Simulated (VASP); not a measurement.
# KV2I3O13 (Ima2) in VASP: single point with PBE

Aim: the single point of KV2I3O13 with PBE.

All numbers are computed with VASP 6.6.1; they aren't measurements. Logs are shortened: lines on timing, memory, paths and dates and some standing lists are left out, and cuts for length are marked.

**1. The cell of the first run**

The structure is orthorhombic, space group Ima2 (No. 46). Conventional cell: a = 14.136 Å, b = 10.201 Å, c = 8.064 Å, α = 90.00°, β = 90.00°, γ = 90.00°. Within 3.6 Å of K (site symmetry m) lie 8 O at 2.75 to 3.25 Å. V (site symmetry 1) has 6 O at 1.63 to 2.28 Å within 2.3 Å. Within 2.4 Å of I (site symmetry m) lie 3 O at 1.81 to 1.89 Å. Within 2.4 Å of I (site symmetry 1) lie 3 O at 1.81 to 1.91 Å. Within 2.5 Å of O (site symmetry 1) lie 1 I at 1.89 Å and 1 V at 1.99 Å. Within 2.4 Å of O (site symmetry m) lie 1 I at 1.81 Å. Within 2.9 Å of O (site symmetry 1) lie 2 I at 1.86 to 2.54 Å and 1 V at 2.28 Å and 7 O at 2.68 to 2.85 Å. O (site symmetry 1) has 1 I at 1.91 Å and 1 V at 1.94 Å within 2.5 Å.

**2. Single point, PBE**

INCAR reads:

```
PREC = Accurate
ENCUT = 520
EDIFF = 1E-7
ISMEAR = -1
SIGMA = 0.02
LREAL = Auto
LASPH = True
NELM = 80
ALGO = Normal
ISIF = 2
LWAVE = False
LCHARG = False
GGA = PE
NBANDS = 159
LUSENCCL = False
```

KPOINTS reads:

```
Automatic mesh
0
Gamma
  4 4 4
```

POSCAR reads:

```
KV2I3O13
1.0
   -7.0680000000      5.1005000000      4.0319000000
    7.0680000000     -5.1005000000      4.0319000000
    7.0680000000      5.1005000000     -4.0319000000
K V I O
2 4 6 26
Direct
    0.3560781428      0.7146883955      0.1413897474
    0.5732986481      0.2146883955      0.8586102526
    0.9957715045      0.3871089067      0.3521327220
    0.0349761847      0.6436387826      0.6478672780
    0.9957715045      0.1436387826      0.1086625979
    0.0349761847      0.8871089067      0.8913374021
    0.9816328114      0.0101835686      0.4714492428
    0.5387343259      0.5101835686      0.5285507572
    0.4962046842      0.7552302147      0.7563330175
    0.9988971972      0.7398716667      0.2436669825
    0.4962046842      0.2398716667      0.2409744695
    0.9988971972      0.2552302147      0.7590255305
    0.9620393526      0.1944359376      0.4681142061
    0.7263217315      0.4939251465      0.5318857939
    0.9620393526      0.9939251465      0.2676034150
    0.7263217315      0.6944359376      0.7323965850
    0.7048948435      0.8032571440      0.4016376996
    0.4016194444      0.3032571440      0.5983623004
    0.3389156122      0.5833555807      0.5562855495
    0.0270700312      0.7826300627      0.4437144505
    0.3389156122      0.2826300627      0.2555600315
    0.0270700312      0.0833555807      0.7444399685
    0.3314950443      0.8174567275      0.7118206869
    0.1056360407      0.6196743574      0.2881793131
    0.3314950443      0.1196743574      0.0140383167
    0.1056360407      0.3174567275      0.9859616833
    0.4072643809      0.5955890798      0.8761028621
    0.7194862177      0.5311615187      0.1238971379
    0.4072643809      0.0311615187      0.3116753010
    0.7194862177      0.0955890798      0.6883246990
    0.7509239562      0.2448682595      0.2055355553
    0.0393327042      0.5453884009      0.7944644447
    0.7509239562      0.0453884009      0.0060556967
    0.0393327042      0.7448682595      0.9939443033
    0.1041073809      0.3419095587      0.2621978222
    0.0797117365      0.8419095587      0.7378021778
    0.9692966912      0.4692966912      0.5000000000
    0.9692966912      0.9692966912      0.0000000000
```

Potentials or basis: VASP PAW PBE potentials, release 64 (K_sv, V_sv, I, O).

Command:

```
> cat potpaw_PBE.64/K_sv/POTCAR potpaw_PBE.64/V_sv/POTCAR potpaw_PBE.64/I/POTCAR potpaw_PBE.64/O/POTCAR > POTCAR
> mpirun -np 1 vasp_std > vasp.out
```

OUTCAR:

```text
PREC = Accurate
   ENCUT = 520
   EDIFF = 1E-7
   ISMEAR = -1
   LREAL = Auto
   LASPH = True
   NELM = 80
   ISIF = 2
   GGA = PE

 ion  position               nearest neighbor table
   1  0.356  0.715  0.141-  17 2.75
   2  0.573  0.215  0.859-  18 2.75
   3  0.996  0.387  0.352-  31 1.63  35 1.86  37 1.86  24 1.94  13 1.99  19 2.28
   4  0.035  0.644  0.648-  32 1.63  36 1.86  37 1.86  23 1.94  14 1.99  20 2.28
   5  0.996  0.144  0.109-  33 1.63  35 1.86  38 1.86  26 1.94  15 1.99  21 2.28
   6  0.035  0.887  0.891-  34 1.63  36 1.86  38 1.86  25 1.94  16 1.99  22 2.28
   7  0.982  0.010  0.471-  17 1.81  13 1.89  15 1.89  20 2.54  22 2.54  18 2.69
   8  0.539  0.510  0.529-  18 1.81  14 1.89  16 1.89  21 2.54  19 2.54  17 2.69
   9  0.496  0.755  0.756-  27 1.81  19 1.86  23 1.91  33 2.58  16 2.72  30 2.74
  10  0.999  0.740  0.244-  28 1.81  20 1.86  24 1.91  34 2.58  15 2.72  29 2.74
  11  0.496  0.240  0.241-  29 1.81  21 1.86  25 1.91  31 2.58  14 2.72  28 2.74
  12  0.999  0.255  0.759-  30 1.81  22 1.86  26 1.91  32 2.58  13 2.72  27 2.74
  13  0.962  0.194  0.468-   7 1.89   3 1.99  12 2.72
  14  0.726  0.494  0.532-   8 1.89   4 1.99  11 2.72
  15  0.962  0.994  0.268-   7 1.89   5 1.99  10 2.72
  16  0.726  0.694  0.732-   8 1.89   6 1.99   9 2.72
  17  0.705  0.803  0.402-   7 1.81   8 2.69   1 2.75
  18  0.402  0.303  0.598-   8 1.81   7 2.69   2 2.75
  19  0.339  0.583  0.556-   9 1.86   3 2.28   8 2.54
  20  0.027  0.783  0.444-  10 1.86   4 2.28   7 2.54
  21  0.339  0.283  0.256-  11 1.86   5 2.28   8 2.54
  22  0.027  0.083  0.744-  12 1.86   6 2.28   7 2.54
  23  0.331  0.817  0.712-   9 1.91   4 1.94
  24  0.106  0.620  0.288-  10 1.91   3 1.94
  25  0.331  0.120  0.014-  11 1.91   6 1.94
  26  0.106  0.317  0.986-  12 1.91   5 1.94
  27  0.407  0.596  0.876-   9 1.81  12 2.74
  28  0.719  0.531  0.124-  10 1.81  11 2.74
[... 8 lines left out ...]
  37  0.969  0.469  0.500-   3 1.86   4 1.86
  38  0.969  0.969  0.000-   6 1.86   5 1.86

  LATTYP: Found a body centered orthorhombic cell.
 ALAT       =     8.0638000000
 B/A-ratio  =     1.2650363352
 C/A-ratio  =     1.7530196681

  Lattice vectors:

 A1 = (  -7.0680000000,   5.1005000000,  -4.0319000000)
 A2 = (  -7.0680000000,  -5.1005000000,   4.0319000000)
 A3 = (   7.0680000000,   5.1005000000,   4.0319000000)

Analysis of symmetry for initial positions (statically):
=====================================================================
 Subroutine PRICEL returns:
 Original cell was already a primitive cell.

 Routine SETGRP: Setting up the symmetry group for a
 body centered orthorhombic supercell.

 Subroutine GETGRP returns: Found  4 space group operations
 (whereof  2 operations were pure point group operations)
 out of a pool of  8 trial point group operations.

The static configuration has the point symmetry C_2 .
 The point group associated with its full space group is C_2v.

Analysis of symmetry for dynamics (positions and initial velocities):
=====================================================================
 Subroutine PRICEL returns:
 Original cell was already a primitive cell.

 Routine SETGRP: Setting up the symmetry group for a
 body centered orthorhombic supercell.

 Subroutine GETGRP returns: Found  4 space group operations
 (whereof  2 operations were pure point group operations)
 out of a pool of  8 trial point group operations.

The dynamic configuration has the point symmetry C_2 .
 The point group associated with its full space group is C_2v.

 Subroutine INISYM returns: Found  4 space group operations
 (whereof  2 operations are pure point group operations),
 and found     1 'primitive' translations

----------------------------------------------------------------------------------------

                                     Primitive cell

  volume of cell :     581.4054

  direct lattice vectors                    reciprocal lattice vectors
    -7.068000000  5.100500000  4.031900000     0.000000000  0.098029605  0.124011012
     7.068000000 -5.100500000  4.031900000     0.070741370  0.000000000  0.124011012
     7.068000000  5.100500000 -4.031900000     0.070741370  0.098029605  0.000000000

  length of vectors
     9.603537987  9.603537987  9.603537987     0.158077622  0.142769298  0.120888977

  position of ions in fractional coordinates (direct lattice)
     0.356078143  0.714688395  0.141389747
     0.573298648  0.214688395  0.858610253
     0.995771504  0.387108907  0.352132722
     0.034976185  0.643638783  0.647867278
     0.995771504  0.143638783  0.108662598
     0.034976185  0.887108907  0.891337402
[... 30 lines left out ...]
     0.969296691  0.469296691  0.500000000
     0.969296691  0.969296691  0.000000000

  ion indices of the primitive-cell ions
   primitive index   ion index
                 1           1
                 2           2
                 3           3
                 4           4
                 5           5
                 6           6
[... 30 lines left out ...]
                37          37
                38          38

----------------------------------------------------------------------------------------

 KPOINTS: Automatic mesh

Automatic generation of k-mesh.
 Grid dimensions read from file:
 generate k-points for:    4    4    4

 Generating k-lattice:

  Cartesian coordinates                     Fractional coordinates (reciprocal lattice)
     0.000000000  0.024507401  0.031002753     0.250000000 -0.000000000  0.000000000
     0.017685342  0.000000000  0.031002753    -0.000000000  0.250000000  0.000000000
     0.017685342  0.024507401  0.000000000     0.000000000  0.000000000  0.250000000

  Length of vectors
     0.039519406  0.035692325  0.030222244

  Shift w.r.t. Gamma in fractional coordinates (k-lattice)
     0.000000000  0.000000000  0.000000000

 Subroutine IBZKPT returns following result:
 ===========================================

 Found     18 irreducible k-points:

 Following reciprocal coordinates:
            Coordinates               Weight
  0.000000  0.000000  0.000000      1.000000
  0.250000  0.000000  0.000000      4.000000
  0.500000  0.000000  0.000000      2.000000
  0.000000  0.250000  0.000000      4.000000
  0.250000  0.250000  0.000000      8.000000
  0.500000  0.250000  0.000000      8.000000
[... 10 lines left out ...]
 -0.250000 -0.250000  0.250000      2.000000
  0.500000  0.500000  0.500000      1.000000
   k-points           NKPTS =     18   k-points in BZ     NKDIM =     18   number of bands    NBANDS=    159
   number of dos      NEDOS =    301   number of ions     NIONS =     38
   total plane-waves  NPLWV = 373248
   dimension x,y,z NGX =    72 NGY =   72 NGZ =   72
   dimension x,y,z NGXF=   144 NGYF=  144 NGZF=  144
   ions per type =               2   4   6  26
   NGX,Y,Z   is equivalent  to a cutoff of  12.46, 12.46, 12.46 a.u.
   NGXF,Y,Z  is equivalent  to a cutoff of  24.93, 24.93, 24.93 a.u.
 SYSTEM =  unknown system
   PREC   = accura    normal or accurate (medium, high low for compatibility)
   ISTART =      0    job   : 0-new  1-cont  2-samecut
   ICHARG =      2    charge: 1-file 2-atom 10-const
   ISPIN  =      1    spin polarized calculation?
   LNONCOLLINEAR =      F non collinear calculations
   LSORBIT =      F    spin-orbit coupling
   LASPH  =      T    aspherical Exc in radial PAW
   ENCUT  =  520.0 eV  38.22 Ry    6.18 a.u.  17.86 17.86 17.86*2*pi/ulx,y,z
   NELM   =     80;   NELMIN=  2; NELMDL= -5     # of ELM steps
   EDIFF  = 0.1E-06   stopping-criterion for ELM
   LREAL  =      T    real-space projection
   EDIFFG = 0.1E-05   stopping-criterion for IOM
   NSW    =      0    number of steps for IOM
   IBRION =     -1    ionic relax: 0-MD 1-quasi-New 2-CG
   NFREE  =      0    steps in history (QN), initial steepest desc. (CG)
   ISIF   =      2    stress and relaxation
   ISYM   =      2    0-nonsym 1-usesym 2-fastsym
   POTIM  = 0.5000    time-step for ionic-motion
   TEBEG  =    0.0;   TEEND  =   0.0 temperature during run
   PSTRESS=    0.0 pullay stress
   NELECT =     268.0000    total number of electrons
   NUPDOWN=      -1.0000    fix difference up-down
   EMIN   =  10.00;   EMAX   =-10.00  energy-range for DOS
   EFERMI =   0.00;   METHOD = LEGACY
   ISMEAR =    -1;   SIGMA  =   0.02  broadening in eV -4-tet -1-fermi 0-gaus
   EFERMI_NEDOS =   21; number of points for ismear=-14 and -15
   IALGO  =     38    algorithm
   IMIX   =      4    mixing-type and parameters
     AMIX     =   0.40;   BMIX     =  1.00
     AMIX_MAG =   1.60;   BMIX_MAG =  1.00
  volume/ion in A,a.u.               =      15.30       103.25
  Fermi-wavevector in a.u.,A,eV,Ry     =   1.264620  2.389785 21.759308  1.599264
  Thomas-Fermi vector in A             =   2.397916
   LORBIT       =      0    0 simple, 1 ext, 2 COOP (PROOUT), +10 PAW based schemes
   GGA     = PE    functional components
   LHFCALC =     F    Hartree Fock is set to
   AEXX    =    0.0000 exact exchange contribution
   IVDW    =     0    specifies the selected vdW correction
   LEPSILON=     F    determine dielectric tensor
   LRPA    =     F    only Hartree local field effects (RPA)
 non-spin polarized calculation
  energy-cutoff  :      520.00
  volume of cell :      581.41
 maximum number of plane-waves:     15678
   NGX = 35   NGY = 35   NGZ = 35

 number of electron     267.9999993 magnetization

 Free energy of the ion-electron system (eV)
  ---------------------------------------------------
  ext. energy  EPLUGINS =         0.00000000
  ---------------------------------------------------
  free energy    TOTEN  =      -221.49502322 eV

  energy without entropy =     -221.49502322  energy(sigma->0) =     -221.49502322

 E-fermi :   2.4913     XC(G=0):  -9.3285

 val. band max:        1.9399230274   @ k =   0.5000   0.5000   0.5000
 cond. band min:       3.4568085034   @ k =   0.5000   0.5000   0.5000
 fundamental gap:      1.5168854760
 Fermi energy:         2.4912990738

 k-point     1 :       0.0000    0.0000    0.0000
  band No.  band energies     occupation
      1     -62.6298      2.00000
      2     -62.6290      2.00000
      3     -62.6281      2.00000
      4     -62.6273      2.00000
      5     -36.5950      2.00000
      6     -36.5946      2.00000
[... 2671 lines left out ...]
    145       5.0223      0.00000
    146       5.1203      0.00000
 [bands above 146 left out]

------------------------ aborting loop because EDIFF is reached ----------------------------------------

  FORCE on cell =-STRESS in cart. coord.  units (eV):
  Direction    XX          YY          ZZ          XY          YZ          ZX
  --------------------------------------------------------------------------------------
  -------------------------------------------------------------------------------------
  Total       -6.3257201      6.4276053      3.6224201      0.0000000      0.0000000      0.0000000
  in kB      -17.4317713     17.7125360      9.9822942      0.0000000      0.0000000      0.0000000
  external PRESSURE =       3.4210196 kB  Pullay stress =       0.0000000 kB

 VOLUME and BASIS-vectors are now :
 -----------------------------------------------------------------------------
  energy-cutoff  :      520.00
  volume of cell :      581.41
      direct lattice vectors                 reciprocal lattice vectors
    -7.068000000  5.100500000  4.031900000     0.000000000  0.098029605  0.124011012
     7.068000000 -5.100500000  4.031900000     0.070741370  0.000000000  0.124011012
     7.068000000  5.100500000 -4.031900000     0.070741370  0.098029605  0.000000000

 POSITION                                       TOTAL-FORCE (eV/Angst)
 -----------------------------------------------------------------------------------
      3.53400     -1.10793      3.74715         0.000000     -0.003929     -0.002981
      3.53400      6.20843     -0.28475         0.000000      0.003929     -0.002981
     -1.81315      4.90054      4.15587         0.069972      0.249434      0.178146
      8.88115      0.19996      0.12397        -0.069972     -0.249434      0.178146
     -5.25485      4.90054      4.15587        -0.069972      0.249434      0.178146
     12.32285      0.19996      0.12397         0.069972     -0.249434      0.178146
[... 30 lines left out ...]
      0.00000      5.10050      3.78431         0.000000      0.000000     -0.025140
      0.00000      0.00000      7.81621         0.000000      0.000000     -0.025140
 -----------------------------------------------------------------------------------
    total drift:                                0.000000     -0.000005      0.019752

  FREE ENERGIE OF THE ION-ELECTRON SYSTEM (eV)
  ---------------------------------------------------
  free  energy   TOTEN  =      -221.4950232167 eV

  energy  without entropy=     -221.4950232167  energy(sigma->0) =     -221.49502322
```

Run time: 6.6 min. Hardware: 1 × NVIDIA H100 80GB with 1 thread of AMD EPYC 7R13 (Zen 3), shared host; peak memory 2.3 GiB.

What came out:

```yaml
Free_energy: -221.4950 eV
Pressure: 0.3 GPa
Largest_force: 0.324 eV/Å
Band_gap_on_the_k_mesh: 1.52 eV
```

Forces on the atoms (eV/Å):
```
K    0.000 -0.004 -0.003
K    0.000  0.004 -0.003
V    0.070  0.249  0.178
V   -0.070 -0.249  0.178
V   -0.070  0.249  0.178
V    0.070 -0.249  0.178
I    0.000 -0.034 -0.021
I    0.000  0.034 -0.021
I   -0.012 -0.034 -0.007
I    0.012  0.034 -0.007
I    0.012 -0.034 -0.007
I   -0.012  0.034 -0.007
O   -0.051  0.049 -0.040
O    0.051 -0.049 -0.040
O    0.051  0.049 -0.040
O   -0.051 -0.049 -0.040
O    0.000  0.024  0.053
O    0.000 -0.024  0.053
O    0.046  0.023  0.009
O   -0.046 -0.023  0.009
O   -0.046  0.023  0.009
O    0.046 -0.023  0.009
O   -0.047  0.056  0.020
O    0.047 -0.056  0.020
O    0.047  0.056  0.020
O   -0.047 -0.056  0.020
O   -0.011 -0.030  0.010
O    0.011  0.030  0.010
O    0.011 -0.030  0.010
O   -0.011  0.030  0.010
O   -0.055 -0.256 -0.191
O    0.055  0.256 -0.191
O    0.055 -0.256 -0.191
O   -0.055  0.256 -0.191
O    0.000  0.021  0.036
O    0.000 -0.021  0.036
O    0.000  0.000 -0.025
O    0.000  0.000 -0.025
```

Stress tensor (GPa, compression positive):
```
-1.74  0.00  0.00
 0.00  1.77  0.00
 0.00  0.00  1.00
```

Caveat: spin-orbit coupling is left out, which moves the levels of the heavy elements. A k mesh can miss the band edges.
